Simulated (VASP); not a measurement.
# Au (Fd-3m) in VASP: a series of runs

The runs below take Au through single point, relaxation of cell and atoms, with PBEsol.

Everything below comes from runs of VASP 6.6.1. Logs are shortened: lines on timing, memory, paths and dates and some standing lists are left out, and cuts for length are marked.

## 1. The cell of the first run

It takes space group Fd-3m (No. 227, cubic). The conventional cell has a = 6.026 Å, b = 6.026 Å, c = 6.026 Å, α = 90.00°, β = 90.00°, γ = 90.00°. Au (site symmetry -43m) has 4 Au at 2.61 Å within 3.4 Å.

## 2. Single point, PBEsol

Contents of INCAR:

```
  PREC = Accurate
  ENCUT = 500
  EDIFF = 1E-6
  ISMEAR = 0
  SIGMA = 0.1
  LREAL = F
  LASPH = T
  NELM = 120
  ALGO = Normal
  ISIF = 2
  LWAVE = F
  LCHARG = F
  GGA = PS
  NBANDS = 18
  GGA_COMPAT = F
```

Contents of KPOINTS:

```
Automatic mesh
0
Gamma
  7 7 7
```

Contents of POSCAR:

```
Au
1.0
    0.0000000000      3.0132132360      3.0132132360
    3.0132132360      0.0000000000      3.0132132360
    3.0132132360      3.0132132360      0.0000000000
Au
2
Direct
    0.0000000000      0.0000000000      0.0000000000
    0.2500000000      0.2500000000      0.2500000000
```

Potentials or basis: VASP PAW PBE potentials, release 64 (Au).

Run with:

```console
> cat potpaw_PBE.64/Au/POTCAR > POTCAR
> mpirun -np 1 vasp_std > vasp.out
```

OUTCAR:

```text
PREC = Accurate
   ENCUT = 500
   EDIFF = 1E-6
   ISMEAR = 0
   LREAL = F
   LASPH = T
   NELM = 120
   ISIF = 2
   GGA = PS

 ion  position               nearest neighbor table
   1  0.000  0.000  0.000-   2 2.61   2 2.61   2 2.61   2 2.61
   2  0.250  0.250  0.250-   1 2.61   1 2.61   1 2.61   1 2.61

  LATTYP: Found a face centered cubic cell.
 ALAT       =     6.0264264720

  Lattice vectors:

 A1 = (   0.0000000000,   3.0132132360,   3.0132132360)
 A2 = (   3.0132132360,   0.0000000000,   3.0132132360)
 A3 = (   3.0132132360,   3.0132132360,   0.0000000000)

Analysis of symmetry for initial positions (statically):
=====================================================================
 Subroutine PRICEL returns:
 Original cell was already a primitive cell.

 Routine SETGRP: Setting up the symmetry group for a
 face centered cubic supercell.

 Subroutine GETGRP returns: Found 48 space group operations
 (whereof 24 operations were pure point group operations)
 out of a pool of 48 trial point group operations.

The static configuration has the point symmetry T_d .
 The point group associated with its full space group is O_h .

Analysis of symmetry for dynamics (positions and initial velocities):
=====================================================================
 Subroutine PRICEL returns:
 Original cell was already a primitive cell.

 Routine SETGRP: Setting up the symmetry group for a
 face centered cubic supercell.

 Subroutine GETGRP returns: Found 48 space group operations
 (whereof 24 operations were pure point group operations)
 out of a pool of 48 trial point group operations.

The dynamic configuration has the point symmetry T_d .
 The point group associated with its full space group is O_h .

 Subroutine INISYM returns: Found 48 space group operations
 (whereof 24 operations are pure point group operations),
 and found     1 'primitive' translations

----------------------------------------------------------------------------------------

                                     Primitive cell

  volume of cell :      54.7167

  direct lattice vectors                    reciprocal lattice vectors
     0.000000000  3.013213236  3.013213236    -0.165935817  0.165935817  0.165935817
     3.013213236  0.000000000  3.013213236     0.165935817 -0.165935817  0.165935817
     3.013213236  3.013213236  0.000000000     0.165935817  0.165935817 -0.165935817

  length of vectors
     4.261327025  4.261327025  4.261327025     0.287409266  0.287409266  0.287409266

  position of ions in fractional coordinates (direct lattice)
     0.000000000  0.000000000  0.000000000
     0.250000000  0.250000000  0.250000000

  ion indices of the primitive-cell ions
   primitive index   ion index
                 1           1
                 2           2

----------------------------------------------------------------------------------------

 KPOINTS: Automatic mesh

Automatic generation of k-mesh.
 Grid dimensions read from file:
 generate k-points for:    7    7    7

 Generating k-lattice:

  Cartesian coordinates                     Fractional coordinates (reciprocal lattice)
    -0.023705117  0.023705117  0.023705117     0.142857143  0.000000000  0.000000000
     0.023705117 -0.023705117  0.023705117     0.000000000  0.142857143  0.000000000
     0.023705117  0.023705117 -0.023705117     0.000000000  0.000000000  0.142857143

  Length of vectors
     0.041058467  0.041058467  0.041058467

  Shift w.r.t. Gamma in fractional coordinates (k-lattice)
     0.000000000  0.000000000  0.000000000

 Subroutine IBZKPT returns following result:
 ===========================================

 Found     20 irreducible k-points:

 Following reciprocal coordinates:
            Coordinates               Weight
  0.000000  0.000000  0.000000      1.000000
  0.142857  0.000000  0.000000      8.000000
  0.285714  0.000000  0.000000      8.000000
  0.428571  0.000000  0.000000      8.000000
  0.142857  0.142857  0.000000      6.000000
  0.285714  0.142857  0.000000     24.000000
[... 12 lines left out ...]
 -0.428571  0.428571  0.142857     24.000000
 -0.285714  0.428571  0.142857     24.000000
   k-points           NKPTS =     20   k-points in BZ     NKDIM =     20   number of bands    NBANDS=     18
   number of dos      NEDOS =    301   number of ions     NIONS =      2
   total plane-waves  NPLWV =  32768
   dimension x,y,z NGX =    32 NGY =   32 NGZ =   32
   dimension x,y,z NGXF=    64 NGYF=   64 NGZF=   64
   ions per type =               2
   NGX,Y,Z   is equivalent  to a cutoff of  12.48, 12.48, 12.48 a.u.
   NGXF,Y,Z  is equivalent  to a cutoff of  24.97, 24.97, 24.97 a.u.
 SYSTEM =  unknown system
   PREC   = accura    normal or accurate (medium, high low for compatibility)
   ISTART =      0    job   : 0-new  1-cont  2-samecut
   ICHARG =      2    charge: 1-file 2-atom 10-const
   ISPIN  =      1    spin polarized calculation?
   LNONCOLLINEAR =      F non collinear calculations
   LSORBIT =      F    spin-orbit coupling
   LASPH  =      T    aspherical Exc in radial PAW
   ENCUT  =  500.0 eV  36.75 Ry    6.06 a.u.   7.77  7.77  7.77*2*pi/ulx,y,z
   NELM   =    120;   NELMIN=  2; NELMDL= -5     # of ELM steps
   EDIFF  = 0.1E-05   stopping-criterion for ELM
   LREAL  =      F    real-space projection
   EDIFFG = 0.1E-04   stopping-criterion for IOM
   NSW    =      0    number of steps for IOM
   IBRION =     -1    ionic relax: 0-MD 1-quasi-New 2-CG
   NFREE  =      0    steps in history (QN), initial steepest desc. (CG)
   ISIF   =      2    stress and relaxation
   ISYM   =      2    0-nonsym 1-usesym 2-fastsym
   POTIM  = 0.5000    time-step for ionic-motion
   TEBEG  =    0.0;   TEEND  =   0.0 temperature during run
   PSTRESS=    0.0 pullay stress
   NELECT =      22.0000    total number of electrons
   NUPDOWN=      -1.0000    fix difference up-down
   EMIN   =  10.00;   EMAX   =-10.00  energy-range for DOS
   EFERMI =   0.00;   METHOD = LEGACY
   ISMEAR =     0;   SIGMA  =   0.10  broadening in eV -4-tet -1-fermi 0-gaus
   EFERMI_NEDOS =   21; number of points for ismear=-14 and -15
   IALGO  =     38    algorithm
   IMIX   =      4    mixing-type and parameters
     AMIX     =   0.40;   BMIX     =  1.00
     AMIX_MAG =   1.60;   BMIX_MAG =  1.00
  volume/ion in A,a.u.               =      27.36       184.62
  Fermi-wavevector in a.u.,A,eV,Ry     =   1.208303  2.283362 19.864454  1.459996
  Thomas-Fermi vector in A             =   2.343915
   LORBIT       =      0    0 simple, 1 ext, 2 COOP (PROOUT), +10 PAW based schemes
   GGA     = PS    functional components
   LHFCALC =     F    Hartree Fock is set to
   AEXX    =    0.0000 exact exchange contribution
   IVDW    =     0    specifies the selected vdW correction
   LEPSILON=     F    determine dielectric tensor
   LRPA    =     F    only Hartree local field effects (RPA)
 non-spin polarized calculation
 Gauss-broadening in eV      SIGMA  =   0.10
  energy-cutoff  :      500.00
  volume of cell :       54.72
 maximum number of plane-waves:      1411
   NGX = 15   NGY = 15   NGZ = 15

 number of electron      22.0000003 magnetization

 Free energy of the ion-electron system (eV)
  ---------------------------------------------------
  ext. energy  EPLUGINS =         0.00000000
  ---------------------------------------------------
  free energy    TOTEN  =        -5.97200808 eV

  energy without entropy =       -5.96573425  energy(sigma->0) =       -5.96887116

 E-fermi :   3.1538     XC(G=0):  -9.8641

 val. band max:        3.1138421729   @ k =  -0.2857   0.4286   0.1429
 cond. band min:       3.4872155451   @ k =  -0.4286   0.2857   0.0000
 fundamental gap:      0.3733733722
 Fermi energy:         3.1537729424

 k-point     1 :       0.0000    0.0000    0.0000
  band No.  band energies     occupation
      1      -3.1404      2.00000
      2      -1.1049      2.00000
      3      -1.1049      2.00000
      4      -1.1018      2.00000
      5      -1.1018      2.00000
      6      -1.1018      2.00000
[... 10 lines left out ...]
     17      14.1164      0.00000
     18      14.1164      0.00000

 k-point     2 :       0.1429    0.0000    0.0000
  band No.  band energies     occupation
      1      -2.8940      2.00000
      2      -1.2844      2.00000
      3      -1.2844      2.00000
      4      -1.1203      2.00000
      5      -0.8551      2.00000
      6      -0.8551      2.00000
[... 10 lines left out ...]
     17      15.0427      0.00000
     18      15.0648      0.00000

 k-point     3 :       0.2857    0.0000    0.0000
  band No.  band energies     occupation
      1      -2.2886      2.00000
      2      -1.3190      2.00000
      3      -1.3190      2.00000
      4      -1.1590      2.00000
      5      -0.7287      2.00000
      6      -0.7287      2.00000
[... 10 lines left out ...]
     17      15.1776      0.00000
     18      15.1776      0.00000

 k-point     4 :       0.4286    0.0000    0.0000
  band No.  band energies     occupation
      1      -1.7817      2.00000
      2      -1.2390      2.00000
      3      -1.2390      2.00000
      4      -1.2000      2.00000
      5      -0.8034      2.00000
      6      -0.8034      2.00000
[... 291 lines left out ...]
      4      -1.1046      2.00000
      5      -0.5509      2.00000
      6      -0.2804      2.00000
[... 10 lines left out ...]
     17      15.6688      0.00000
     18      17.9089      0.00000

 k-point    19 :      -0.4286    0.4286    0.1429
  band No.  band energies     occupation
      1      -1.5754      2.00000
      2      -1.4684      2.00000
      3      -1.2110      2.00000
      4      -1.1330      2.00000
      5      -0.1647      2.00000
      6      -0.1262      2.00000
[... 10 lines left out ...]
     17      16.8268      0.00000
     18      18.8524      0.00000

 k-point    20 :      -0.2857    0.4286    0.1429
  band No.  band energies     occupation
      1      -1.6018      2.00000
      2      -1.4884      2.00000
      3      -1.1612      2.00000
      4      -1.1249      2.00000
      5      -0.3246      2.00000
      6       0.1043      2.00000
[... 10 lines left out ...]
     17      16.0164      0.00000
     18      16.0831      0.00000

------------------------ aborting loop because EDIFF is reached ----------------------------------------

  FORCE on cell =-STRESS in cart. coord.  units (eV):
  Direction    XX          YY          ZZ          XY          YZ          ZX
  --------------------------------------------------------------------------------------
  -------------------------------------------------------------------------------------
  Total       -0.0358268     -0.0358268     -0.0358268      0.0000000      0.0000000     -0.0000000
  in kB       -1.0490559     -1.0490559     -1.0490559      0.0000000      0.0000000     -0.0000000
  external PRESSURE =      -1.0490559 kB  Pullay stress =       0.0000000 kB

 VOLUME and BASIS-vectors are now :
 -----------------------------------------------------------------------------
  energy-cutoff  :      500.00
  volume of cell :       54.72
      direct lattice vectors                 reciprocal lattice vectors
     0.000000000  3.013213236  3.013213236    -0.165935817  0.165935817  0.165935817
     3.013213236  0.000000000  3.013213236     0.165935817 -0.165935817  0.165935817
     3.013213236  3.013213236  0.000000000     0.165935817  0.165935817 -0.165935817

 POSITION                                       TOTAL-FORCE (eV/Angst)
 -----------------------------------------------------------------------------------
      0.00000      0.00000      0.00000        -0.000000     -0.000000     -0.000000
      1.50661      1.50661      1.50661         0.000000      0.000000      0.000000
 -----------------------------------------------------------------------------------
    total drift:                               -0.000000      0.000000      0.000000

  FREE ENERGIE OF THE ION-ELECTRON SYSTEM (eV)
  ---------------------------------------------------
  free  energy   TOTEN  =        -5.9720080824 eV

  energy  without entropy=       -5.9657342452  energy(sigma->0) =       -5.96887116
```

It took 30 s on 1 thread of Intel Xeon 8259CL, shared host; peak memory 0.17 GiB.

Results:

```yaml
Free_energy: -5.9720 eV
Pressure: -0.1 GPa
Band_gap_on_the_k_mesh: zero (band 11 reaches 3.49 eV, above the bottom of band 12 at 3.10 eV)
```

Caveat: the PAW data sets were made with another functional, which shifts forces and pressure a little; spin-orbit coupling is left out, which moves the levels of the heavy elements.

## 3. Single point, PBEsol

Contents of INCAR:

```
SYSTEM = Au
  ALGO = Normal
  EDIFF = 1E-6
  ENCUT = 500
  GGA = PS
  GGA_COMPAT = .False.
  ISIF = 2
  ISMEAR = 0
  LASPH = .True.
  LCHARG = .False.
  LREAL = .False.
  LWAVE = .False.
  NBANDS = 18
  NELM = 120
  PREC = Accurate
  SIGMA = 0.1
```

Contents of KPOINTS:

```
k-points
0
Gamma
  7 7 7
  0 0 0
```

POSCAR is that of step 2.

Potentials or basis: VASP PAW PBE potentials, release 64 (Au).

Run with:

```console
> cat potpaw_PBE.64/Au/POTCAR > POTCAR
> mpirun -np 1 vasp_std > vasp.out
```

It took 33 s on 1 thread of Intel Xeon 8259CL, shared host; peak memory 0.17 GiB.

Results (log left out):

```yaml
Free_energy: -5.9720 eV
Pressure: -0.1 GPa
Band_gap_on_the_k_mesh: zero (band 11 reaches 3.49 eV, above the bottom of band 12 at 3.10 eV)
```

Levels at points of the mesh, in eV from the Fermi level:
| k point | band 7 | band 8 | band 9 | band 10 | band 11 | band 12 | band 13 | band 14 | band 15 | band 16 |
| --- | --- | --- | --- | --- | --- | --- | --- | --- | --- | --- |
| (0.00, 0.00, 0.00) | -2.30 | -2.30 | -2.30 | -1.18 | -1.18 | 9.01 | 9.93 | 9.94 | 9.94 | 9.94 |

Caveat: the PAW data sets were made with another functional, which shifts forces and pressure a little; spin-orbit coupling is left out, which moves the levels of the heavy elements.

## 4. Relaxation of cell and atoms, PBEsol

This run uses another cell than the first one, of 21.95 Å³/atom, 0.802 times its volume.

Contents of INCAR:

```
SYSTEM = Au
ALGO     = Normal         ! electronic algorithm
EDIFF    = 1E-7           ! SCF threshold, eV
EDIFFG   = -0.01          ! ionic threshold
ENCUT    = 500            ! plane-wave cutoff, eV
GGA      = PS             ! functional
GGA_COMPAT= .FALSE.      
IBRION   = 2              ! ionic algorithm
ISIF     = 3              ! what is computed and relaxed
ISMEAR   = 0              ! smearing method
LASPH    = .TRUE.         ! aspherical terms in the spheres
LCHARG   = .FALSE.        ! write CHGCAR
LREAL    = .FALSE.        ! projectors in reciprocal space
LWAVE    = .FALSE.        ! write WAVECAR
NELM     = 120            ! most SCF steps
NELMIN   = 4            
NSW      = 80             ! ionic steps
PREC     = Accurate       ! precision mode
SIGMA    = 0.1            ! smearing width, eV
```

Contents of KPOINTS:

```
k-points
0
G
  7 7 7
  0 0 0
```

Contents of POSCAR:

```
Au
1.0
    0.0000000000      2.8000000000      2.8000000000
    2.8000000000      0.0000000000      2.8000000000
    2.8000000000      2.8000000000      0.0000000000
Au
2
Direct
    0.0000000000      0.0000000000      0.0000000000
    0.2500000000      0.2500000000      0.2500000000
```

Run with:

```console
> cat potpaw_PBE.64/Au/POTCAR > POTCAR
> mpirun -np 1 vasp_std > vasp.out
```

Wall time 1.9 min (1 thread of Intel Xeon 8259CL, shared host); peak memory 0.17 GiB.

Results (log left out):

- Free energy: -5.9694 eV
- Relaxed volume: 27.34 Å³/atom
- Relaxed cell: a = 4.260 Å, b = 4.260 Å, c = 4.260 Å, α = 60.00°, β = 60.00°, γ = 60.00°
- Space group after relaxing (to 0.05 Å): Fd-3m (No. 227)
- Energy gained by relaxing: 374.3 meV/atom
- Ionic steps: 5
- Pressure after relaxing: 0.0 GPa
- Band gap on the k mesh: zero (band 11 reaches 3.50 eV, above the bottom of band 12 at 3.10 eV)

The path:
```
step  energy change (eV)  largest force (eV/Å)  pressure (GPa)  volume (Å³)
   1              0.0000                0.0000           28.02        43.90
   2             -0.0467                0.0000           -8.72        73.10
   3             -0.7466                0.0000           -0.88        55.40
   4             -0.7483                0.0000           -0.31        54.93
   5             -0.7486                0.0000            0.00        54.68
```

Final structure:
```cif
data_structure
_symmetry_space_group_name_H-M 'P 1'
_symmetry_Int_Tables_number 1
_cell_length_a 4.2605
_cell_length_b 4.2605
_cell_length_c 4.2605
_cell_angle_alpha 60.000
_cell_angle_beta 60.000
_cell_angle_gamma 60.000
_cell_volume 54.68
loop_
_atom_site_label
_atom_site_type_symbol
_atom_site_fract_x
_atom_site_fract_y
_atom_site_fract_z
_atom_site_occupancy
Au1 Au 0.00000 0.00000 0.00000 1
Au2 Au 0.25000 0.25000 0.25000 1
```

Levels at points of the mesh, in eV from the Fermi level:
| k point | band 7 | band 8 | band 9 | band 10 | band 11 | band 12 | band 13 | band 14 | band 15 |
| --- | --- | --- | --- | --- | --- | --- | --- | --- | --- |
| (0.00, 0.00, 0.00) | -2.30 | -2.30 | -2.30 | -1.18 | -1.18 | 9.01 | 9.95 | 9.95 | 9.95 |

Caveat: the volume moved by over 15 % at a fixed basis, so the end points are rough; the PAW data sets were made with another functional, which shifts forces and pressure a little; spin-orbit coupling is left out, which moves the levels of the heavy elements.

(Continued in part 2 of 2.)
